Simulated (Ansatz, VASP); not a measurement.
One calculation of TiAl3, two programs

File INCAR:

```
SYSTEM = TiAl3
  PREC = Accurate
  ENCUT = 520
  EDIFF = 1E-6
  ISMEAR = 0
  SIGMA = 0.15
  LREAL = .FALSE.
  LASPH = .TRUE.
  NELM = 60
  ALGO = Fast
  ISIF = 2
  LWAVE = .FALSE.
  LCHARG = .FALSE.
  GGA = PE
  NBANDS = 18
```

File KPOINTS:

```
regular mesh
0
G
  18 18 18
  0 0 0
```

File POSCAR:

```
TiAl3
1.0
   -1.9226734292      1.9226734292      3.6646940771
    1.9226734292     -1.9226734292      3.6646940771
    1.9226734292      1.9226734292     -3.6646940771
Ti Al
1 3
Direct
    0.0000000000      0.0000000000      0.0000000000
    0.5000000000      0.5000000000      0.0000000000
    0.7500000000      0.2500000000      0.5000000000
    0.2500000000      0.7500000000      0.5000000000
```

Input for Ansatz:

```yaml
crystal:
  lattice:
    - [-1.9226734292, 1.9226734292, 3.6646940771]
    - [1.9226734292, -1.9226734292, 3.6646940771]
    - [1.9226734292, 1.9226734292, -3.6646940771]
  atoms:
    - { symbol: Ti, position: [0.0, 0.0, 0.0] }
    - { symbol: Al, position: [0.5, 0.5, 0.0] }
    - { symbol: Al, position: [0.75, 0.25, 0.5] }
    - { symbol: Al, position: [0.25, 0.75, 0.5] }
basis:
  ecutwfc: 420
kpoints:
  mp_grid: { grid: [18, 18, 18] }
hamiltonian:
  xc: pbe
scf:
  occupations: { method: gaussian, width: 0.15 }
output:
  forces: true
  stress: true
  eigenvalues: true
  write_density: true
  write_potential: true
  elf: true
  volumetric_format: npy
```

Change from the starting cell: strain -0.1500 x Voigt [0, 0, 1, 0, 0, 0], atoms carried along.

Alike in both runs: task single point; functional PBE; k mesh 18 × 18 × 18; occupations gaussian, width 0.15 eV; no spin polarisation.

|  | VASP | Ansatz |
| --- | --- | --- |
| version | VASP 6.6.1 | Ansatz 0.2.0 |
| potentials or method | VASP PAW PBE potentials, release 64 (Ti_sv, Al), cutoff 520 eV | scalar-relativistic, plane waves, PAW |
| valence electrons in the cell | 21 | 21 |

Ansatz gave:

```
gap on the k mesh at the Fermi level (eV)                     : none
pressure (GPa)                                                : 24.7
traceless stress, the component that is largest in VASP (GPa) : 18.08
```

Question: What did VASP give for the same quantities?

Answer: gap on the k mesh at the Fermi level (eV): none; pressure (GPa): 24.6; traceless stress, the component that is largest in VASP (GPa): 18.06.

A gap of «none» marks a metal or a gap that the smearing closes. The functional is the same, so the differences come from potentials, cutoffs and numerics.
